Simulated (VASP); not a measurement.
Here is a VASP 6.6.1 calculation.

INCAR

```
SYSTEM = PtPb
  PREC = Accurate
  ENCUT = 520
  EDIFF = 1E-8
  ISMEAR = -1
  SIGMA = 0.05
  LREAL = .FALSE.
  LASPH = .TRUE.
  NELM = 60
  ALGO = Normal
  ISIF = 2
  LWAVE = .FALSE.
  LCHARG = .FALSE.
  LEFG = .TRUE.
  NBANDS = 32
```

File KPOINTS:

```
regular mesh
0
G
  10 10 7
  0 0 0
```

POSCAR

```
PtPb
1.0
    4.1632418248      0.0000000000      0.0000000000
   -2.0816209124      3.6054731824      0.0000000000
    0.0000000000      0.0000000000      5.3446218092
Pt Pb
2 2
Direct
    0.3333333333      0.6666666667      0.2500000000
    0.6666666667      0.3333333333      0.7500000000
    0.0000000000      0.0000000000      0.0000000000
    0.0000000000      0.0000000000      0.5000000000
```

Potentials or basis: VASP PAW LDA potentials, release 64 (Pt, Pb_d).

Launch:

```bash
$ cat potpaw_LDA.64/Pt/POTCAR potpaw_LDA.64/Pb_d/POTCAR > POTCAR
$ mpirun -np 1 vasp_std > vasp.out
```

Question: Predict the band gap on the k mesh.

Answer: Zero (bands 24 and 25 overlap by 3.18 eV).

Question: Estimate the pressure.

Answer: 16.6 GPa.

Electric field gradients, principal values (V/Å²):
| atom | least | middle | greatest (by size) |
| --- | --- | --- | --- |
| 1 Pt | -38.180 | -38.181 | 76.361 |
| 2 Pt | -38.180 | -38.181 | 76.361 |
| 3 Pb | -4.252 | -4.254 | 8.507 |
| 4 Pb | -4.252 | -4.254 | 8.507 |

Caveat: the cell stands under pressure; without QUAD_EFG the Cq values of the log hold for a quadrupole moment of 1 mb, not for the nuclei; spin-orbit coupling is left out, which moves the levels of the heavy elements.
